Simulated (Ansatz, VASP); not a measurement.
Two plane-wave programs on Hf

The input INCAR:

```
PREC = Accurate
ENCUT = 520
EDIFF = 1E-6
ISMEAR = 0
SIGMA = 0.15
LREAL = F
LASPH = T
NELM = 100
ALGO = Normal
ISIF = 2
LWAVE = F
LCHARG = F
GGA = PS
NBANDS = 11
```

The input KPOINTS:

```
Automatic mesh
0
Gamma
  18 18 18
```

POSCAR

```
Hf
1.0
    0.0000000000      2.2200000000      2.2200000000
    2.1645000000      0.0000000000      2.2200000000
    2.1645000000      2.2200000000      0.0000000000
Hf
1
Direct
    0.0000000000      0.0000000000      0.0000000000
```

Input for Ansatz:

```yaml
crystal:
  lattice:
    - [0.0, 2.22, 2.22]
    - [2.1645, 0.0, 2.22]
    - [2.1645, 2.22, 0.0]
  atoms:
    - { symbol: Hf, position: [0.0, 0.0, 0.0] }
basis:
  ecutwfc: 420
kpoints:
  mp_grid: { grid: [18, 18, 18] }
hamiltonian:
  xc: pbesol
scf:
  occupations: { method: gaussian, width: 0.15 }
output:
  forces: true
  stress: true
  eigenvalues: true
```

Change from the starting cell: strain -0.0250 x Voigt [1, 0, 0, 0, 0, 0], atoms carried along.

Alike in both runs: task single point; functional PBEsol; k mesh 18 × 18 × 18; occupations gaussian, width 0.15 eV; no spin polarisation.

|  | VASP | Ansatz |
| --- | --- | --- |
| version | VASP 6.6.1 | Ansatz 0.2.0 |
| potentials or method | VASP PAW PBE potentials, release 64 (Hf_pv), cutoff 520 eV | scalar-relativistic, plane waves, PAW |
| valence electrons in the cell | 10 | 26 |

|  | VASP | Ansatz | Ansatz less VASP |
| --- | --- | --- | --- |
| gap on the k mesh at the Fermi level (eV) | none | none | - |
| pressure (GPa) | 0.8 | 1.2 | +0.39 |
| traceless stress, the component that is largest in VASP (GPa) | 0.95 | 0.93 | -0.013 |

VASP's potentials were made for PBE, not for PBEsol. A gap of «none» marks a metal or a gap that the smearing closes. With one functional, cell and mesh, what is left measures potentials, basis and numerics. VASP's potentials hold 10 valence electrons a cell and Ansatz's 26, so a difference there can come from the potentials and not from the codes.

Spin-orbit coupling is off throughout.
